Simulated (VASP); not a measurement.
CsTaB: relaxation of cell and atoms with PBE

Crystal: CsTaB.

```
CELL_PARAMETERS angstrom
-2.05079 2.67181 2.86659
2.05079 -2.67181 2.86659
2.05079 2.67181 -2.86659
ATOMIC_POSITIONS crystal
Cs 0.00000 0.50000 0.50000
Ta 0.50000 0.00000 0.50000
B 0.50000 0.50000 0.00000
```

The cell was generated, and may not be a known phase.

```yaml
Program: VASP 6.6.1
Task: relaxation of cell and atoms
Functional: PBE
Potentials_or_basis: VASP PAW PBE potentials, release 64 (Cs_sv, Ta_pv, B)
Cutoff: 600 eV
k_mesh: 6 × 6 × 6
Occupations: gaussian, width 0.1 eV
Spin: no spin polarisation
Dipole_correction: no
Further_INCAR_settings: ALGO = Normal; EDIFF = 1e-06; IBRION = 2; EDIFFG = -0.04; NSW = 90; ISIF = 3
```

```json
{"Relaxed volume": "38.47 Å³/atom", "Relaxed cell": "a = 5.676 Å, b = 5.676 Å, c = 5.676 Å, α = 137.21°, β = 100.85°, γ = 94.47°", "Space group after relaxing (to 0.1 Å)": "Immm (No. 71)", "Energy gained by relaxing": "656.2 meV/atom", "Ionic steps": "20", "Pressure after relaxing": "0.0 GPa", "Band gap on the k mesh": "zero (an odd number of electrons rules out a gap without spin polarisation)"}
```

Stress tensor (GPa, compression positive):
```
 0.12  0.00  0.00
 0.00  0.05  0.00
 0.00  0.00 -0.16
```

Step by step:
```tsv
step	energy change (eV)	largest force (eV/Å)	pressure (GPa)	volume (Å³)
1	0.0000	0.0000	19.47	62.83
2	-1.1132	0.0000	-1.24	88.86
3	-1.1272	0.0000	0.18	85.12
4	-1.5928	0.0000	0.72	90.83
5	-1.2656	0.0000	8.47	101.45
6	-1.8100	0.0000	2.06	94.72
7	-1.8182	0.0000	3.39	96.63
8	-1.8250	0.0000	2.99	96.11
9	-1.9400	0.0000	0.03	110.70
10	-1.9411	0.0000	-0.26	112.65
11	-1.9539	0.0000	0.16	115.11
12	-1.9539	0.0000	0.16	115.17
13	-1.9631	0.0000	-0.33	117.43
14	-1.9633	0.0000	-0.44	117.87
15	-1.9669	0.0000	0.00	116.90
16	-1.9669	0.0000	-0.08	117.05
17	-1.9683	0.0000	-0.17	116.40
18	-1.9683	0.0000	-0.17	116.34
19	-1.9687	0.0000	0.04	115.21
20	-1.9687	0.0000	0.01	115.41
```

Final structure:
```
Cs Ta B
1.0
    -2.07048    3.61610    3.85367
     2.07048   -3.61610    3.85367
     2.07048    3.61610   -3.85367
Cs Ta B
1 1 1
Direct
  0.00000 0.50000 0.50000
  0.50000 0.00000 0.50000
  0.50000 0.50000 0.00000
```

Levels at points of the mesh, in eV from the Fermi level:
| k point | band 7 | band 8 | band 9 | band 10 | band 11 | band 12 | band 13 | band 14 | band 15 |
| --- | --- | --- | --- | --- | --- | --- | --- | --- | --- |
| (0.00, 0.00, 0.00) | -8.56 | -6.92 | -1.49 | -0.41 | -0.01 | 0.56 | 0.62 | 0.65 | 0.69 |
| (0.50, 0.00, 0.00) | -8.57 | -6.61 | -1.00 | -0.53 | 0.13 | 0.31 | 0.40 | 0.73 | 0.80 |
| (0.00, 0.50, 0.00) | -8.73 | -4.26 | -3.43 | -1.85 | -1.68 | -0.36 | 0.40 | 0.50 | 1.61 |
| (0.50, 0.50, 0.00) | -8.73 | -4.05 | -3.50 | -2.04 | -1.98 | -0.93 | 0.10 | 0.33 | 3.12 |
| (0.50, 0.50, 0.50) | -8.58 | -6.82 | -0.67 | -0.16 | -0.13 | 0.08 | 0.53 | 0.74 | 0.78 |

It took 17 min on 1 thread of Intel Xeon 8259CL (shared host), peak memory 0.26 GiB.

Caveat: the volume moved by over 15 % at a fixed basis, so the end points are rough; spin-orbit coupling is left out, which moves the levels of the heavy elements.
